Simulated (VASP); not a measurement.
# HfB2: single point with PBE

HfB2:

```
Hf B
1.0
     3.14000    0.00000    0.00000
    -1.57000    2.71932    0.00000
     0.00000    0.00000    3.48000
Hf B
1 2
Direct
  0.00000 0.00000 0.00000
  0.66667 0.33333 0.50000
  0.33333 0.66667 0.50000
```

```yaml
Program: VASP 6.6.1
Task: single point
Functional: PBE
Potentials_or_basis: VASP PAW PBE potentials, release 64 (Hf_pv, B)
Cutoff: 520 eV
k_mesh: 10 × 10 × 8
Occupations: gaussian, width 0.024 eV
Spin: no spin polarisation
```

```yaml
Pressure: 1.0 GPa
Band_gap_on_the_k_mesh: zero (band 8 reaches 8.26 eV, above the bottom of band 9 at 7.43 eV)
```

Stress tensor (GPa, compression positive):
```
0.71 0.00 0.00
0.00 0.71 0.00
0.00 0.00 1.59
```

Levels at points of the mesh, in eV from the Fermi level:
```
           k point  band 5  band 6  band 7  band 8  band 9  band 10  band 11  band 12
(0.00, 0.00, 0.00)   -2.84   -2.74   -2.74   -2.62    4.19     4.19     4.82     4.82
(0.50, 0.00, 0.00)   -8.89   -3.97   -3.27   -2.70    2.27     2.89     5.74     5.88
(0.00, 0.00, 0.50)   -8.21   -1.03   -1.03    0.48    0.48     1.16     1.16     2.39
(0.50, 0.00, 0.50)   -7.35   -4.80   -4.55   -2.51    4.17     4.32     6.41     7.36
```

Run time: 17 s on 1 thread of AMD EPYC 9R45 96-Core Processor (Zen 5), with other jobs on the host, peak memory 0.13 GiB.

Caveat: spin-orbit coupling is left out, which moves the levels of the heavy elements.
